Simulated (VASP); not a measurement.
Write the native input for VASP 6.6.1 that does the following.

* Task: single point
* Functional: r2SCAN
* Potentials or basis: VASP PAW PBE potentials, release 64 (W_sv, Sb)
* Cutoff: 520 eV
* k mesh: 10 × 10 × 10
* Occupations: gaussian, width 0.05 eV
* Spin: no spin polarisation
* Dipole correction: no
* Further INCAR settings: ALGO = Normal; EDIFF = 1e-06; NBANDS = 16

The system is SbW.

```
CELL_PARAMETERS angstrom
0.00000 3.05379 3.05379
3.05379 0.00000 3.05379
3.05379 3.05379 0.00000
ATOMIC_POSITIONS crystal
W 0.00000 0.00000 0.00000
Sb 0.25000 0.25000 0.25000
```

The input as run:

POSCAR

```
SbW
1.0
    0.0000000000      3.0537902420      3.0537902420
    3.0537902420      0.0000000000      3.0537902420
    3.0537902420      3.0537902420      0.0000000000
W Sb
1 1
Direct
    0.0000000000      0.0000000000      0.0000000000
    0.2500000000      0.2500000000      0.2500000000
```

INCAR.step1

```
SYSTEM = SbW
  ALGO = Normal
  EDIFF = 1E-4
  ENCUT = 520
  GGA = PE
  ISMEAR = 0
  LASPH = .True.
  LCHARG = .False.
  LREAL = .False.
  LWAVE = .True.
  NBANDS = 16
  NELM = 60
  PREC = Accurate
  SIGMA = 0.05
```

INCAR.step2

```
SYSTEM = SbW
  ALGO = Normal
  EDIFF = 1E-6
  ENCUT = 520
  ISIF = 2
  ISMEAR = 0
  ISTART = 1
  LASPH = .True.
  LCHARG = .False.
  LMIXTAU = .True.
  LREAL = .False.
  LWAVE = .False.
  METAGGA = R2SCAN
  NBANDS = 16
  NELM = 60
  PREC = Accurate
  SIGMA = 0.05
```

KPOINTS

```
k-points
0
Gamma
  10 10 10
  0 0 0
```

Potentials or basis: VASP PAW PBE potentials, release 64 (W_sv, Sb).

Command:

```bash
$ cat potpaw_PBE.64/W_sv/POTCAR potpaw_PBE.64/Sb/POTCAR > POTCAR
$ cp INCAR.step1 INCAR
$ mpirun -np 1 vasp_std > vasp.out
$ cp INCAR.step2 INCAR
$ mpirun -np 1 vasp_std > vasp.out
```

It gave:

| Quantity | Value |
| --- | --- |
| Pressure | 0.1 GPa |
| Band gap on the k mesh | zero (an odd number of electrons rules out a gap without spin polarisation) |

Caveat: the PAW data sets were made with another functional, which shifts forces and pressure a little; spin-orbit coupling is left out, which moves the levels of the heavy elements.

It took 80 s on 1 thread of Intel(R) Xeon(R) Platinum 8259CL CPU @ 2.50GHz (Skylake/Cascade Lake), on a shared host, peak memory 0.21 GiB.
